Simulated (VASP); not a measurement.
# Ru2Rh (P4/mmm) in VASP: notebook

Runs on Ru2Rh. Level: PBE. Tasks: single point, relaxation of cell and atoms.

Program: VASP 6.6.1. These are calculated values, not measurements. Logs are shortened: lines on timing, memory, paths and dates and some standing lists are left out, and cuts for length are marked.

**1. The cell of the first run**

It takes space group P4/mmm (No. 123, tetragonal). The conventional cell has a = 2.636 Å, b = 2.636 Å, c = 5.439 Å, α = 90.00°, β = 90.00°, γ = 90.00°. Ru (site symmetry 4mm) has 5 Ru at 2.23 to 2.64 Å and 4 Rh at 2.46 Å within 2.9 Å. Within 3.2 Å of Rh (site symmetry 4/mmm) lie 8 Ru at 2.46 Å and 4 Rh at 2.64 Å.

The cell was built from a structure type or drawn by symmetry, and may not be a known phase.

**2. Single point, PBE**

INCAR reads:

```
SYSTEM = Ru2Rh
ALGO = Normal ; EDIFF = 1E-6
ENCUT = 520 ; GGA = PE
ISIF = 2 ; ISMEAR = 0
LASPH = .True. ; LCHARG = .True.
LELF = .True. ; LREAL = .False.
LVHAR = .True. ; LWAVE = .False.
NBANDS = 28 ; NELM = 100
PREC = Accurate ; SIGMA = 0.1
```

KPOINTS reads:

```
k-points
0
Gamma
  6 6 4
  0 0 0
```

POSCAR reads:

```
Ru2Rh
1.0
    2.6359851800      0.0000000000      0.0000000000
    0.0000000000      2.6359851800      0.0000000000
    0.0000000000      0.0000000000      5.4386991000
Ru Rh
2 1
Direct
    0.5000000000      0.5000000000      0.2949999900
    0.5000000000      0.5000000000      0.7050000100
    0.0000000000      0.0000000000      0.0000000000
```

Potentials or basis: VASP PAW PBE potentials, release 64 (Ru_pv, Rh_pv).

Run with:

```sh
$ cat potpaw_PBE.64/Ru_pv/POTCAR potpaw_PBE.64/Rh_pv/POTCAR > POTCAR
$ mpirun -np 1 vasp_std > vasp.out
```

OUTCAR:

```text
SYSTEM = Ru2Rh
   EDIFF = 1E-6
   ENCUT = 520
   GGA = PE
   ISIF = 2
   ISMEAR = 0
   LASPH = .True.
   LREAL = .False.
   NELM = 100
   PREC = Accurate

 ion  position               nearest neighbor table
   1  0.500  0.500  0.295-   2 2.23   3 2.46   3 2.46   3 2.46   3 2.46   2 3.21
   2  0.500  0.500  0.705-   1 2.23   3 2.46   3 2.46   3 2.46   3 2.46   1 3.21
   3  0.000  0.000  0.000-   1 2.46   2 2.46   1 2.46   2 2.46   1 2.46   2 2.46   1 2.46   2 2.46

  LATTYP: Found a simple tetragonal cell.
 ALAT       =     2.6359851800
 C/A-ratio  =     2.0632510157

  Lattice vectors:

 A1 = (   2.6359851800,   0.0000000000,   0.0000000000)
 A2 = (   0.0000000000,   2.6359851800,   0.0000000000)
 A3 = (   0.0000000000,   0.0000000000,   5.4386991000)

Analysis of symmetry for initial positions (statically):
=====================================================================
 Subroutine PRICEL returns:
 Original cell was already a primitive cell.

 Routine SETGRP: Setting up the symmetry group for a
 simple tetragonal supercell.

 Subroutine GETGRP returns: Found 16 space group operations
 (whereof 16 operations were pure point group operations)
 out of a pool of 16 trial point group operations.

The static configuration has the point symmetry D_4h.

Analysis of symmetry for dynamics (positions and initial velocities):
=====================================================================
 Subroutine PRICEL returns:
 Original cell was already a primitive cell.

 Routine SETGRP: Setting up the symmetry group for a
 simple tetragonal supercell.

 Subroutine GETGRP returns: Found 16 space group operations
 (whereof 16 operations were pure point group operations)
 out of a pool of 16 trial point group operations.

The dynamic configuration has the point symmetry D_4h.

 Subroutine INISYM returns: Found 16 space group operations
 (whereof 16 operations are pure point group operations),
 and found     1 'primitive' translations

----------------------------------------------------------------------------------------

                                     Primitive cell

  volume of cell :      37.7904

  direct lattice vectors                    reciprocal lattice vectors
     2.635985180  0.000000000  0.000000000     0.379364804  0.000000000  0.000000000
     0.000000000  2.635985180  0.000000000     0.000000000  0.379364804  0.000000000
     0.000000000  0.000000000  5.438699100     0.000000000  0.000000000  0.183867499

  length of vectors
     2.635985180  2.635985180  5.438699100     0.379364804  0.379364804  0.183867499

  position of ions in fractional coordinates (direct lattice)
     0.500000000  0.500000000  0.294999990
     0.500000000  0.500000000  0.705000010
     0.000000000  0.000000000  0.000000000

  ion indices of the primitive-cell ions
   primitive index   ion index
                 1           1
                 2           2
                 3           3

----------------------------------------------------------------------------------------

 KPOINTS: k-points

Automatic generation of k-mesh.
 Grid dimensions read from file:
 generate k-points for:    6    6    4

 Generating k-lattice:

  Cartesian coordinates                     Fractional coordinates (reciprocal lattice)
     0.063227467  0.000000000  0.000000000     0.166666667  0.000000000  0.000000000
     0.000000000  0.063227467  0.000000000     0.000000000  0.166666667  0.000000000
     0.000000000  0.000000000  0.045966875     0.000000000  0.000000000  0.250000000

  Length of vectors
     0.063227467  0.063227467  0.045966875

  Shift w.r.t. Gamma in fractional coordinates (k-lattice)
     0.000000000  0.000000000  0.000000000

 Subroutine IBZKPT returns following result:
 ===========================================

 Found     30 irreducible k-points:

 Following reciprocal coordinates:
            Coordinates               Weight
  0.000000  0.000000  0.000000      1.000000
  0.166667  0.000000  0.000000      4.000000
  0.333333  0.000000  0.000000      4.000000
  0.500000  0.000000  0.000000      2.000000
  0.166667  0.166667  0.000000      4.000000
  0.333333  0.166667  0.000000      8.000000
[... 16 lines left out ...]
  0.333333  0.000000  0.500000      4.000000
  0.500000  0.000000  0.500000      2.000000
 [... further k-points ...]
   k-points           NKPTS =     30   k-points in BZ     NKDIM =     30   number of bands    NBANDS=     28
   number of dos      NEDOS =    301   number of ions     NIONS =      3
   total plane-waves  NPLWV =  16000
   dimension x,y,z NGX =    20 NGY =   20 NGZ =   40
   dimension x,y,z NGXF=    40 NGYF=   40 NGZF=   80
   ions per type =               2   1
   NGX,Y,Z   is equivalent  to a cutoff of  12.61, 12.61, 12.23 a.u.
   NGXF,Y,Z  is equivalent  to a cutoff of  25.23, 25.23, 24.45 a.u.
 SYSTEM =  Ru2Rh
   PREC   = accura    normal or accurate (medium, high low for compatibility)
   ISTART =      0    job   : 0-new  1-cont  2-samecut
   ICHARG =      2    charge: 1-file 2-atom 10-const
   ISPIN  =      1    spin polarized calculation?
   LNONCOLLINEAR =      F non collinear calculations
   LSORBIT =      F    spin-orbit coupling
   LASPH  =      T    aspherical Exc in radial PAW
   ENCUT  =  520.0 eV  38.22 Ry    6.18 a.u.   4.90  4.90 10.11*2*pi/ulx,y,z
   NELM   =    100;   NELMIN=  2; NELMDL= -5     # of ELM steps
   EDIFF  = 0.1E-05   stopping-criterion for ELM
   LREAL  =      F    real-space projection
   EDIFFG = 0.1E-04   stopping-criterion for IOM
   NSW    =      0    number of steps for IOM
   IBRION =     -1    ionic relax: 0-MD 1-quasi-New 2-CG
   NFREE  =      0    steps in history (QN), initial steepest desc. (CG)
   ISIF   =      2    stress and relaxation
   ISYM   =      2    0-nonsym 1-usesym 2-fastsym
   POTIM  = 0.5000    time-step for ionic-motion
   TEBEG  =    0.0;   TEEND  =   0.0 temperature during run
   PSTRESS=    0.0 pullay stress
   NELECT =      43.0000    total number of electrons
   NUPDOWN=      -1.0000    fix difference up-down
   EMIN   =  10.00;   EMAX   =-10.00  energy-range for DOS
   EFERMI =   0.00;   METHOD = LEGACY
   ISMEAR =     0;   SIGMA  =   0.10  broadening in eV -4-tet -1-fermi 0-gaus
   EFERMI_NEDOS =   21; number of points for ismear=-14 and -15
   IALGO  =     38    algorithm
   IMIX   =      4    mixing-type and parameters
     AMIX     =   0.40;   BMIX     =  1.00
     AMIX_MAG =   1.60;   BMIX_MAG =  1.00
  volume/ion in A,a.u.               =      12.60        85.01
  Fermi-wavevector in a.u.,A,eV,Ry     =   1.709113  3.229754 39.743512  2.921066
  Thomas-Fermi vector in A             =   2.787656
   LORBIT       =      0    0 simple, 1 ext, 2 COOP (PROOUT), +10 PAW based schemes
   GGA     = PE    functional components
   LHFCALC =     F    Hartree Fock is set to
   AEXX    =    0.0000 exact exchange contribution
   IVDW    =     0    specifies the selected vdW correction
   LEPSILON=     F    determine dielectric tensor
   LRPA    =     F    only Hartree local field effects (RPA)
 non-spin polarized calculation
 Gauss-broadening in eV      SIGMA  =   0.10
  energy-cutoff  :      520.00
  volume of cell :       37.79
 maximum number of plane-waves:      1040
 NGX is ok and might be reduce to    20
   NGX =  9   NGY =  9   NGZ = 21

 number of electron      42.9999976 magnetization

 Free energy of the ion-electron system (eV)
  ---------------------------------------------------
  ext. energy  EPLUGINS =         0.00000000
  ---------------------------------------------------
  free energy    TOTEN  =       -22.67981837 eV

  energy without entropy =      -22.65150278  energy(sigma->0) =      -22.66566057

 E-fermi :  14.3017     XC(G=0): -14.4645

 val. band max:       14.2945781080   @ k =   0.3333   0.3333   0.0000
 cond. band min:      14.3021985555   @ k =   0.5000   0.5000   0.2500
 fundamental gap:      0.0076204474
 Fermi energy:        14.3016719523

 k-point     1 :       0.0000    0.0000    0.0000
  band No.  band energies     occupation
      1     -33.4307      2.00000
      2     -33.1353      2.00000
      3     -33.1353      2.00000
      4     -29.9121      2.00000
      5     -28.5416      2.00000
      6     -28.5416      2.00000
[... 20 lines left out ...]
     27      17.0015      0.00000
     28      24.8576      0.00000

 k-point     2 :       0.1667    0.0000    0.0000
  band No.  band energies     occupation
      1     -33.4216      2.00000
      2     -33.2810      2.00000
      3     -33.1192      2.00000
      4     -29.8629      2.00000
      5     -28.7285      2.00000
      6     -28.5617      2.00000
[... 20 lines left out ...]
     27      18.5670      0.00000
     28      24.8655      0.00000

 k-point     3 :       0.3333    0.0000    0.0000
  band No.  band energies     occupation
      1     -33.5600      2.00000
      2     -33.4061      2.00000
      3     -33.0869      2.00000
      4     -29.7715      2.00000
      5     -29.0915      2.00000
      6     -28.8421      2.00000
[... 20 lines left out ...]
     27      19.2924      0.00000
     28      21.5509      0.00000

 k-point     4 :       0.5000    0.0000    0.0000
  band No.  band energies     occupation
      1     -33.6940      2.00000
      2     -33.4000      2.00000
      3     -33.0707      2.00000
      4     -29.7282      2.00000
      5     -29.2686      2.00000
      6     -28.9762      2.00000
[... 20 lines left out ...]
     27      18.3576      0.00000
     28      20.0510      0.00000

 k-point     5 :       0.1667    0.1667    0.0000
  band No.  band energies     occupation
      1     -33.4077      2.00000
      2     -33.2707      2.00000
      3     -33.2550      2.00000
      4     -29.8277      2.00000
      5     -28.7338      2.00000
      6     -28.6913      2.00000
[... 20 lines left out ...]
     27      19.4402      0.00000
     28      24.8587      0.00000

 k-point     6 :       0.3333    0.1667    0.0000
  band No.  band energies     occupation
      1     -33.5391      2.00000
      2     -33.3819      2.00000
      3     -33.2270      2.00000
      4     -29.7638      2.00000
      5     -29.0617      2.00000
      6     -28.8410      2.00000
[... 463 lines left out ...]
      5     -28.5670      2.00000
      6     -28.5670      2.00000
[... 20 lines left out ...]
     27      18.7608      0.00000
     28      24.8540      0.00000

 k-point    22 :       0.1667    0.0000    0.5000
  band No.  band energies     occupation
      1     -33.4356      2.00000
      2     -33.2749      2.00000
      3     -33.1189      2.00000
      4     -29.7786      2.00000
      5     -28.7221      2.00000
      6     -28.5759      2.00000
[... 20 lines left out ...]
     27      21.0287      0.00000
     28      24.8548      0.00000

 k-point    23 :       0.3333    0.0000    0.5000
  band No.  band energies     occupation
      1     -33.5457      2.00000
      2     -33.4121      2.00000
      3     -33.0868      2.00000
      4     -29.7854      2.00000
      5     -29.0214      2.00000
      6     -28.9100      2.00000
[... 20 lines left out ...]
     27      22.0925      0.00000
     28      23.3055      0.00000

 k-point    24 :       0.5000    0.0000    0.5000
  band No.  band energies     occupation
      1     -33.6769      2.00000
      2     -33.4023      2.00000
      3     -33.0707      2.00000
      4     -29.7859      2.00000
      5     -29.1674      2.00000
      6     -29.0759      2.00000
[... 20 lines left out ...]
     27      18.9862      0.00000
     28      20.1727      0.00000

 [... further k-points ...]

------------------------ aborting loop because EDIFF is reached ----------------------------------------

  FORCE on cell =-STRESS in cart. coord.  units (eV):
  Direction    XX          YY          ZZ          XY          YZ          ZX
  --------------------------------------------------------------------------------------
  -------------------------------------------------------------------------------------
  Total       15.6670896     15.6670896     20.8158059      0.0000000      0.0000000      0.0000000
  in kB      664.2291768    664.2291768    882.5165358      0.0000000      0.0000000      0.0000000
  external PRESSURE =     736.9916298 kB  Pullay stress =       0.0000000 kB

 VOLUME and BASIS-vectors are now :
 -----------------------------------------------------------------------------
  energy-cutoff  :      520.00
  volume of cell :       37.79
      direct lattice vectors                 reciprocal lattice vectors
     2.635985180  0.000000000  0.000000000     0.379364804  0.000000000  0.000000000
     0.000000000  2.635985180  0.000000000     0.000000000  0.379364804  0.000000000
     0.000000000  0.000000000  5.438699100     0.000000000  0.000000000  0.183867499

 POSITION                                       TOTAL-FORCE (eV/Angst)
 -----------------------------------------------------------------------------------
      1.31799      1.31799      1.60442         0.000000     -0.000000      3.097036
      1.31799      1.31799      3.83428        -0.000000      0.000000     -3.097036
      0.00000      0.00000      0.00000         0.000000     -0.000000      0.000000
 -----------------------------------------------------------------------------------
    total drift:                               -0.000000      0.000000      0.000000

  FREE ENERGIE OF THE ION-ELECTRON SYSTEM (eV)
  ---------------------------------------------------
  free  energy   TOTEN  =       -22.6798183687 eV

  energy  without entropy=      -22.6515027757  energy(sigma->0) =      -22.66566057
```

Run time: 20 s. Hardware: 1 thread of Intel Xeon Platinum 8488C (Sapphire Rapids), shared host; peak memory 0.15 GiB.

What came out:

```yaml
Free_energy: -22.6798 eV
Pressure: 73.7 GPa
Largest_force: 3.097 eV/Å
Band_gap_on_the_k_mesh: zero (an odd number of electrons rules out a gap without spin polarisation)
```

Forces on the atoms (eV/Å):
```
Ru   0.000  0.000  3.097
Ru   0.000  0.000 -3.097
Rh   0.000  0.000  0.000
```

Caveat: the k points lie up to 0.40 Å⁻¹ apart, too coarse for converged energies and pressures of a metal; forces of over 1 eV/Å act on the atoms, so gaps and moduli don't describe the material at rest.

**3. Single point, PBE**

This run uses another cell than the first one, of 14.89 Å³/atom.

INCAR reads:

```
SYSTEM = Ru2Rh
  PREC = Accurate
  ENCUT = 520
  EDIFF = 1E-7
  ISMEAR = 0
  SIGMA = 0.1
  LREAL = .FALSE.
  LASPH = .TRUE.
  NELM = 60
  ALGO = Normal
  ISIF = 2
  LWAVE = .FALSE.
  LCHARG = .FALSE.
  GGA = PE
  NBANDS = 28
```

KPOINTS reads:

```
regular mesh
0
G
  6 6 4
  0 0 0
```

POSCAR reads:

```
Ru2Rh
1.0
    2.7095439407      0.0000000000      0.0000000000
    0.0000000000      2.7095439407      0.0000000000
    0.0000000000      0.0000000000      6.0848007819
Ru Rh
2 1
Direct
    0.5000000000      0.5000000000      0.3154540710
    0.5000000000      0.5000000000      0.6845459290
    0.0000000000      0.0000000000      0.0000000000
```

Potentials or basis: VASP PAW PBE potentials, release 64 (Ru_pv, Rh_pv).

Run with:

```sh
$ cat potpaw_PBE.64/Ru_pv/POTCAR potpaw_PBE.64/Rh_pv/POTCAR > POTCAR
$ mpirun -np 1 vasp_std > vasp.out
```

Run time: 24 s. Hardware: 1 thread of Intel Xeon Platinum 8488C (Sapphire Rapids), shared host; peak memory 0.16 GiB.

Results (log left out):

```yaml
Free_energy: -24.5254 eV
Pressure: 0.3 GPa
Largest_force: 0.131 eV/Å
Band_gap_on_the_k_mesh: zero (an odd number of electrons rules out a gap without spin polarisation)
```

Forces in eV/Å, atoms in the order of the input:
```
Ru   0.000  0.000 -0.131
Ru   0.000  0.000  0.131
Rh   0.000  0.000  0.000
```

Stress tensor (GPa, compression positive):
```
-0.09  0.00  0.00
 0.00 -0.09  0.00
 0.00  0.00  0.96
```

Levels at points of the mesh, in eV from the Fermi level:
```
           k point  band 18  band 19  band 20  band 21  band 22  band 23  band 24  band 25  band 26  band 27
(0.00, 0.00, 0.00)    -2.10    -2.01    -2.01    -0.81    -0.52     0.71     0.79     0.82     1.68     1.68
(0.50, 0.00, 0.00)    -2.23    -2.19    -1.44    -0.42     0.52     0.77     2.02     2.23     2.32     4.02
(0.50, 0.50, 0.00)    -0.26     1.02     1.28     1.28     1.70     1.86     2.14     3.53     3.53    10.20
(0.00, 0.00, 0.50)    -2.91    -0.49    -0.46    -0.18    -0.18     0.44     0.44     0.45     1.10     2.50
(0.50, 0.00, 0.50)    -1.64    -1.47    -1.39    -0.87     0.16     0.16     0.61     1.54     3.78     4.38
(0.50, 0.50, 0.50)    -1.81    -1.81     0.18     1.02     1.86     2.14     2.52     6.83     6.83     7.37
```

Caveat: the k points lie up to 0.39 Å⁻¹ apart, too coarse for converged energies and pressures of a metal.

**4. Relaxation of cell and atoms, PBE**

INCAR reads:

```
PREC = Accurate
ENCUT = 600
EDIFF = 1E-6
ISMEAR = 0
SIGMA = 0.1
LREAL = False
LASPH = True
NELM = 100
ALGO = Fast
ISIF = 3
LWAVE = False
LCHARG = False
GGA = PE
IBRION = 2
NSW = 90
EDIFFG = -0.04
```

KPOINTS reads:

```
Automatic mesh
0
Gamma
  6 6 4
```

POSCAR reads:

```
Ru2Rh
1.0
    2.6359851800      0.0000000000      0.0000000000
    0.0000000000      2.6359851800      0.0000000000
    0.0000000000      0.0000000000      5.4386991000
Ru Rh
2 1
Direct
    0.5000000000      0.5000000000      0.2949999900
    0.5000000000      0.5000000000      0.7050000100
    0.0000000000      0.0000000000      0.0000000000
```

Run with:

```sh
$ cat potpaw_PBE.64/Ru_pv/POTCAR potpaw_PBE.64/Rh_pv/POTCAR > POTCAR
$ mpirun -np 1 vasp_std > vasp.out
```

Wall time 11 min (1 thread of Intel Xeon Platinum 8488C (Sapphire Rapids), shared host); peak memory 0.2 GiB.

The run converged. Its results:

- Free energy: -24.5183 eV
- Relaxed volume: 14.89 Å³/atom
- Relaxed cell: a = 2.706 Å, b = 2.706 Å, c = 6.102 Å, α = 90.00°, β = 90.00°, γ = 90.00°
- Space group after relaxing (to 0.1 Å): P4/mmm (No. 123)
- Pressure after relaxing: -0.1 GPa
- Largest force after relaxing: 0.011 eV/Å
- Band gap on the k mesh: zero (an odd number of electrons rules out a gap without spin polarisation)

Forces in eV/Å, atoms in the order of the input:
```
Ru   0.000  0.000 -0.011
Ru   0.000  0.000  0.011
Rh   0.000  0.000  0.000
```

Stress tensor (GPa, compression positive):
```
 0.05  0.00  0.00
 0.00  0.05  0.00
 0.00  0.00 -0.26
```

Final structure:
```yaml
crystal:
  lattice:
    - [2.70577, 0.00000, 0.00000]
    - [0.00000, 2.70577, 0.00000]
    - [0.00000, 0.00000, 6.10154]
  atoms:
    - { symbol: Ru, position: [0.50000, 0.50000, 0.31513] }
    - { symbol: Ru, position: [0.50000, 0.50000, 0.68487] }
    - { symbol: Rh, position: [0.00000, 0.00000, 0.00000] }
```

Levels at points of the mesh, in eV from the Fermi level:
| k point | band 20 | band 21 | band 22 | band 23 | band 24 | band 25 |
| --- | --- | --- | --- | --- | --- | --- |
| (0.00, 0.00, 0.00) | -1.96 | -0.84 | -0.50 | 0.66 | 0.80 | 0.83 |
| (0.50, 0.00, 0.00) | -1.43 | -0.39 | 0.51 | 0.76 | 2.02 | 2.22 |
| (0.50, 0.50, 0.00) | 1.25 | 1.25 | 1.67 | 1.89 | 2.16 | 3.55 |
| (0.00, 0.00, 0.50) | -0.45 | -0.16 | -0.16 | 0.43 | 0.43 | 0.47 |
| (0.50, 0.00, 0.50) | -1.40 | -0.88 | 0.16 | 0.17 | 0.60 | 1.53 |
| (0.50, 0.50, 0.50) | 0.17 | 1.03 | 1.89 | 2.16 | 2.50 | 6.82 |

Caveat: the k points lie up to 0.39 Å⁻¹ apart in the final cell, too coarse for converged energies and pressures of a metal; the volume moved by over 15 % at a fixed basis, so the end points are rough.

(Part 1 of 2 ends here.)
